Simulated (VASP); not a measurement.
BaTiO3: single point with LDA+U

The system is BaTiO3.

```
Ba Ti O
1.0
     3.88326    0.00000    0.00000
     0.00000    2.76413    2.77217
     0.00000   -2.76413    2.77217
Ba Ti O
1 1 3
Direct
  0.00000 0.00000 0.00000
  0.50000 0.51240 0.51240
  0.00000 0.48740 0.48740
  0.50000 0.50524 0.99184
  0.50000 0.99184 0.50524
```

```
Program             : VASP 6.6.1
Task                : single point
Functional          : LDA
Potentials or basis : VASP PAW LDA potentials, release 64 (Ba_sv, Ti_sv, O_h)
Cutoff              : 910 eV
k mesh              : 5 × 5 × 5
Occupations         : gaussian, width 0.01 eV
Spin                : no spin polarisation
Hubbard terms       : Ti d U = 2.0 eV
```

```yaml
Pressure: 10.4 GPa
Largest_force: 0.526 eV/Å
Band_gap_on_the_k_mesh: 2.27 eV
```

Forces on the atoms (eV/Å):
```
Ba   0.000  0.000  0.182
Ti   0.000  0.000 -0.526
O    0.000  0.000  0.192
O    0.000 -0.405  0.076
O    0.000  0.405  0.076
```

Stress tensor (GPa, compression positive):
```
10.53  0.00  0.00
 0.00 10.62  0.00
 0.00  0.00  9.94
```

Levels at points of the mesh, in eV from the valence-band top:
| k point | band 17 | band 18 | band 19 | band 20 | band 21 | band 22 | band 23 | band 24 |
| --- | --- | --- | --- | --- | --- | --- | --- | --- |
| (0.00, 0.00, 0.00) | -1.11 | -0.16 | -0.05 | 0.00 | 2.27 | 2.33 | 2.51 | 4.71 |

Eigenvalues of the final occupation matrices:
```tsv
site	spin	trace	eigenvalues
site 2 d	1	0.90	0.12 0.12 0.13 0.26 0.26
site 2 d	2	0.90	0.12 0.12 0.13 0.26 0.26
```

It took 99 s on 1 thread of Intel(R) Xeon(R) Platinum 8488C (Sapphire Rapids), on a shared host, peak memory 0.26 GiB.

Caveat: the cutoff is under 1.25 times the usual one of these potentials, so pressure, stress and relaxed cells hold a basis-set (Pulay) error; the cell stands under pressure; spin-orbit coupling is left out, which moves the levels of the heavy elements; an odd mesh through Γ misses points on the zone boundary, where band edges can lie.
